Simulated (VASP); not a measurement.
Runs of VASP 6.6.1 on SiC. The structure is that of space group P6_3mc (No. 186), or close to it. The cells are those of the table. 

```tsv
task	cell	k mesh	cutoff (eV)	gap on the mesh (eV)	pressure (GPa)	largest force (eV/Å)
electric field gradients	a = 3.140, b = 3.140, c = 15.418 Å, angles 90.0, 90.0, 120.0°, 12 atoms	10 × 10 × 2	520	2.03	-8.6	0.02
electric field gradients	a = 3.120, b = 3.120, c = 15.321 Å, angles 90.0, 90.0, 120.0°, 12 atoms	10 × 10 × 2	520	2.03	-5.0	0.01
single point	a = 3.100, b = 3.100, c = 15.222 Å, angles 90.0, 90.0, 120.0°, 12 atoms	16 × 16 × 3	520	2.02	-1.1	0.01
single point	a = 3.140, b = 3.140, c = 15.418 Å, angles 90.0, 90.0, 120.0°, 12 atoms	16 × 16 × 3	600	2.02	(a)	0.02
```

Alike in all rows: level PBE; potentials or basis VASP PAW PBE potentials, release 64 (Si, C); no spin polarisation; smearing fermi-dirac 0.02 eV.

Question: Fill in the values left out.

Answer: (a) -8.7.

Caveats: the cell stands under tension (at least some runs).

A k mesh can miss the band edges.
